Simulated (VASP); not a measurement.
Here is a VASP 6.6.1 calculation.

Contents of POSCAR:

```
Ga2CuSe4
1.0
    0.0000000000      5.2721680000      0.0000000000
    5.2721680000      0.0000000000      0.0000000000
    2.6360840000      2.6360840000     -5.0998230000
Ga Se Cu
2 4 1
Direct
    0.7500000000      0.2500000000      0.5000000000
    0.5000000000      0.5000000000      0.0000000000
    0.3738000000      0.4384000000      0.7104000000
    0.5616000000      0.0842000000      0.2896000000
    0.9158000000      0.8512000000      0.7104000000
    0.1488000000      0.6262000000      0.2896000000
    0.0000000000      0.0000000000      0.0000000000
```

File INCAR.step1:

```
ALGO = Normal
EDIFF = 1E-5
ENCUT = 660
GGA = PE
GGA_COMPAT = F
ISMEAR = -1
KPAR = 4
LASPH = T
LCHARG = F
LDAU = T
LDAUJ = 0 0 0
LDAUL = -1 -1 2
LDAUTYPE = 2
LDAUU = 0 0 3.91
LMAXMIX = 4
LREAL = F
LSORBIT = T
LWAVE = T
MAGMOM = 0 0 0 0 0 0 0 0 0 0 0 0 0 0 0 0 0 0 0.417 0.417 -0.807
NBANDS = 78
NELM = 200
PREC = Accurate
SIGMA = 0.1
```

Contents of INCAR.step2:

```
ALGO = Normal
EDIFF = 1E-6
ENCUT = 660
GGA_COMPAT = F
ISIF = 2
ISMEAR = -1
ISTART = 1
KPAR = 4
LASPH = T
LCHARG = T
LDAU = T
LDAUJ = 0 0 0
LDAUL = -1 -1 2
LDAUPRINT = 1
LDAUTYPE = 2
LDAUU = 0 0 3.91
LMAXMIX = 4
LMIXTAU = T
LORBIT = 11
LORBMOM = T
LREAL = F
LSORBIT = T
LVHAR = T
LWAVE = F
MAGMOM = 0 0 0 0 0 0 0 0 0 0 0 0 0 0 0 0 0 0 0.417 0.417 -0.807
METAGGA = R2SCAN
NBANDS = 78
NELM = 200
PREC = Accurate
SIGMA = 0.1
```

The input KPOINTS:

```
k-points
0
Gamma
  4 4 4
```

Potentials or basis: VASP PAW PBE potentials, release 64 (Ga_d, Se, Cu).

Command:

```sh
$ cat potpaw_PBE.64/Ga_d/POTCAR potpaw_PBE.64/Se/POTCAR potpaw_PBE.64/Cu/POTCAR > POTCAR
$ cp INCAR.step1 INCAR
$ mpirun -np 4 vasp_ncl > vasp.out
$ cp INCAR.step2 INCAR
$ mpirun -np 4 vasp_ncl > vasp.out
```

**Question.** What does it give for the pressure?

**Answer.** 8.4 GPa.

**Question.** Predict the net moment.

**Answer.** 0.00 μB per cell.

**Question.** Estimate the largest force.

**Answer.** 1.319 eV/Å.

Moments on the atoms (μB; x, y, z):
```
Ga  0.00 0.00 0.00
Ga  0.00 0.00 0.00
Se  0.00 0.00 0.00
Se  0.00 0.00 0.00
Se  0.00 0.00 0.00
Se  0.00 0.00 0.00
Cu  0.00 0.00 0.00
```

Caveat: the cell stands under pressure; the PAW data sets were made with another functional, which shifts forces and pressure a little. The state reached can hang on the start; a lower one may exist.
